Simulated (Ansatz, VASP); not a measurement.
**MgI2 in VASP and in Ansatz**

INCAR

```
SYSTEM = MgI2
ALGO = Normal ; EDIFF = 1E-6
ENCUT = 520 ; GGA = PE
ISIF = 2 ; ISMEAR = 0
LASPH = .TRUE. ; LCHARG = .FALSE.
LREAL = .FALSE. ; LWAVE = .FALSE.
NBANDS = 15 ; NELM = 60
PREC = Accurate ; SIGMA = 0.05
```

File KPOINTS:

```
k-points
0
G
  6 6 4
  0 0 0
```

Contents of POSCAR:

```
MgI2
1.0
    4.1537001214      0.0000000000      0.2336456318
   -2.0768500607      3.5972098248     -0.1168228159
    0.3859875000      0.0000000000      6.8620000000
Mg I
1 2
Direct
    0.0000000000      0.0000000000      0.0000000000
    0.3333333333      0.6666666667      0.7576300000
    0.6666666667      0.3333333333      0.2423700000
```

Input for Ansatz:

```yaml
crystal:
  lattice:
    - [4.1537001214, 0.0, 0.2336456318]
    - [-2.0768500607, 3.5972098248, -0.1168228159]
    - [0.3859875, 0.0, 6.862]
  atoms:
    - { symbol: Mg, position: [0.0, 0.0, 0.0] }
    - { symbol: I, position: [0.3333333333, 0.6666666667, 0.75763] }
    - { symbol: I, position: [0.6666666667, 0.3333333333, 0.24237] }
basis:
  ecutwfc: 420
kpoints:
  mp_grid: { grid: [6, 6, 4] }
hamiltonian:
  xc: pbe
scf:
  occupations: { method: gaussian, width: 0.05 }
output:
  forces: true
  stress: true
  eigenvalues: true
```

Change from the starting cell: strain +0.1125 x Voigt [0, 0, 0, 0, 1, 0], atoms carried along.

Alike in both runs: task single point; functional PBE; k mesh 6 × 6 × 4; occupations gaussian, width 0.05 eV; no spin polarisation.

|  | VASP | Ansatz |
| --- | --- | --- |
| version | VASP 6.6.1 | Ansatz 0.2.0 |
| potentials or method | VASP PAW PBE potentials, release 64 (Mg, I), cutoff 520 eV | scalar-relativistic, plane waves, PAW |
| valence electrons in the cell | 16 | 44 |

|  | VASP | Ansatz | Ansatz less VASP |
| --- | --- | --- | --- |
| gap on the k mesh at the Fermi level (eV) | 3.39 | 3.41 | +0.019 |
| least direct gap on the mesh (eV) | 3.57 | 3.59 | +0.016 |
| pressure (GPa) | 1.7 | 1.8 | +0.05 |
| traceless stress, the component that is largest in VASP (GPa) | -1.99 | -1.99 | -0.003 |
| rms of the force components (eV/Å) | 0.172 | 0.175 | +0.0021 |

Atom by atom the forces differ by 0.004 eV/Å (rms over components). VASP's potentials hold 16 valence electrons a cell and Ansatz's 44, so a difference there can come from the potentials and not from the codes.

Neither program's run includes spin-orbit coupling.
